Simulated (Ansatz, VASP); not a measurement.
C: VASP beside Ansatz

```
C
1.0
    -1.78582    1.78582    0.00000
     0.00000    0.00000    3.57164
     1.78582    1.78582    0.00000
C
4
Direct
  0.50000 0.37500 0.25000
  0.00000 0.87500 0.75000
  0.00000 0.12500 0.25000
  0.50000 0.62500 0.75000
```

Alike in both runs: task single point; functional PBE; k mesh 12 × 8 × 12; occupations fermi-dirac, width 0.02 eV; no spin polarisation.

|  | VASP | Ansatz |
| --- | --- | --- |
| version | VASP 6.6.1 | Ansatz 0.2.0 |
| potentials or method | VASP PAW PBE potentials, release 64 (C) | PAW with Ansatz's default frozen-core files, scalar-relativistic |
| plane-wave cutoff (eV) | 520 | 420 |
| valence electrons in the cell | 16 | 16 |

|  | VASP | Ansatz | Ansatz less VASP |
| --- | --- | --- | --- |
| gap on the k mesh at the Fermi level (eV) | 4.12 | 4.13 | +0.007 |
| pressure (GPa) | 0.6 | 0.0 | -0.67 |
